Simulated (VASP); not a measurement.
## LaCo2Cu2: single point with r2SCAN

LaCo2Cu2:

```
La Co Cu
1.0
     0.00000    3.81364    0.00000
     3.81364    0.00000    0.00000
     1.90682    1.90682   -5.38701
La Co Cu
1 2 2
Direct
  0.00000 0.00000 0.00000
  0.75000 0.25000 0.50000
  0.25000 0.75000 0.50000
  0.37500 0.37500 0.25000
  0.62500 0.62500 0.75000
```

* Program: VASP 6.6.1
* Task: single point
* Functional: r2SCAN
* Potentials or basis: VASP PAW PBE potentials, release 64 (La, Co, Cu)
* Cutoff: 520 eV
* k mesh: 9 × 9 × 9
* Occupations: fermi-dirac, width 0.1 eV
* Spin: no spin polarisation

- Pressure: 2.6 GPa
- Largest force: 0.782 eV/Å
- Band gap on the k mesh: zero (an odd number of electrons rules out a gap without spin polarisation)

Forces in eV/Å, atoms in the order of the input:
```
La   0.000  0.000  0.000
Co   0.000  0.000  0.000
Co   0.000  0.000  0.000
Cu   0.000  0.000  0.782
Cu   0.000  0.000 -0.782
```

Stress tensor (GPa, compression positive):
```
 4.26  0.00  0.00
 0.00  4.26  0.00
 0.00  0.00 -0.63
```

Levels at points of the mesh, in eV from the Fermi level:
```csv
k point,band 24,band 25,band 26,band 27,band 28,band 29
"(0.00, 0.00, 0.00)",-0.01,0.09,0.42,0.61,1.03,1.39
```

It took 14 min on 1 thread of Intel(R) Xeon(R) Platinum 8259CL CPU @ 2.50GHz (Skylake/Cascade Lake), on a shared host, peak memory 0.36 GiB.

Caveat: the PAW data sets were made with another functional, which shifts forces and pressure a little; spin-orbit coupling is left out, which moves the levels of the heavy elements; the run has no spin polarisation, though such a crystal can be magnetic. Spin polarisation is off, so any magnetic state and its effect on volume and gap are missing.
